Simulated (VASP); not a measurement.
Wanted: the native input for a VASP 6.6.1 run.

| Quantity | Value |
| --- | --- |
| Task | single point |
| Functional | PBE |
| Potentials or basis | VASP PAW PBE potentials, release 64 (W_sv, O) |
| Cutoff | 520 eV |
| k mesh | 10 × 10 × 10 |
| Occupations | fermi-dirac, width 0.05 eV |
| Spin | collinear spin, ferromagnetic start |
| Starting moments | [1.0, 0.0] μB |
| Hubbard terms | W d U = 6.2 eV |
| Dipole correction | no |
| Further INCAR settings | ALGO = Normal; EDIFF = 1e-06; NBANDS = 21 |

The structure of WO lies in POSCAR:

```
WO
1.0
    0.0000000000      2.4128820753      2.4128820753
    2.4128820753      0.0000000000      2.4128820753
    2.4128820753      2.4128820753      0.0000000000
W O
1 1
Direct
    0.0000000000      0.0000000000      0.0000000000
    0.2500000000      0.2500000000      0.2500000000
```

These files were run (other wordings do the same):

INCAR

```
PREC = Accurate ; ENCUT = 520
EDIFF = 1E-6 ; ISMEAR = -1
SIGMA = 0.05 ; LREAL = False
LASPH = True ; NELM = 150
ALGO = Normal ; ISIF = 2
LWAVE = False ; LCHARG = False
ISPIN = 2 ; MAGMOM = 1 0
LORBIT = 11 ; LMAXMIX = 4
LDAU = True ; LDAUTYPE = 2
LDAUL = 2 -1 ; LDAUU = 6.2 0
LDAUJ = 0 0 ; LDAUPRINT = 1
GGA = PE ; NBANDS = 21
```

KPOINTS

```
regular mesh
0
Gamma
  10 10 10
```

Potentials or basis: VASP PAW PBE potentials, release 64 (W_sv, O).

Launch:

```bash
$ cat potpaw_PBE.64/W_sv/POTCAR potpaw_PBE.64/O/POTCAR > POTCAR
$ mpirun -np 1 vasp_std > vasp.out
```

It gave:

```yaml
Pressure: 5.8 GPa
Band_gap_on_the_k_mesh: 0.62 eV, indirect (least direct gap 1.09 eV)
Net_moment: 2.00 μB per cell
Site_moments: W +1.72; O +0.04 μB
Valence_electrons_inside_the_program's_atomic_spheres: W 11.62; O 5.10
```

Caveat: spin-orbit coupling is left out, which moves the levels of the heavy elements.

Run time: 38 s on 1 thread of AMD EPYC 9R45 96-Core Processor (Zen 5), with other jobs on the host, peak memory 0.17 GiB.
